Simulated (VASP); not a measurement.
# Co: single point with r2SCAN

The system is Co.

```
CELL_PARAMETERS angstrom
2.48027 0.00000 0.00000
-1.24013 2.14798 0.00000
0.00000 0.00000 8.08230
ATOMIC_POSITIONS crystal
Co 0.00000 0.00000 0.00000
Co 0.00000 0.00000 0.50000
Co 0.33333 0.66667 0.25000
Co 0.66667 0.33333 0.75000
```

- Program: VASP 6.6.1
- Task: single point
- Functional: r2SCAN
- Potentials or basis: VASP PAW PBE potentials, release 64 (Co)
- Cutoff: 520 eV
- k mesh: 17 × 17 × 5
- Occupations: fermi-dirac, width 0.1 eV
- Spin: no spin polarisation
- Dipole correction: no
- Further INCAR settings: ALGO = Normal; EDIFF = 1e-06; NBANDS = 26

```yaml
Pressure: -17.7 GPa
Band_gap_on_the_k_mesh: zero (bands 18 and 19 overlap by 1.01 eV)
```

Stress tensor (GPa, compression positive):
```
-17.64   0.00   0.00
  0.00 -17.64   0.00
  0.00   0.00 -17.75
```

Levels at points of the mesh, in eV from the Fermi level:
| k point | band 15 | band 16 | band 17 | band 18 | band 19 | band 20 | band 21 | band 22 |
| --- | --- | --- | --- | --- | --- | --- | --- | --- |
| (0.00, 0.00, 0.00) | -1.52 | -0.86 | -0.86 | -0.48 | -0.48 | -0.20 | -0.20 | -0.13 |

Wall time 6.5 min on 1 thread of Intel Xeon 8259CL (shared host), peak memory 0.22 GiB.

Caveat: the cell stands under tension; the PAW data sets were made with another functional, which shifts forces and pressure a little; the run has no spin polarisation, though such a crystal can be magnetic. Spin polarisation is off, so any magnetic state and its effect on volume and gap are missing.
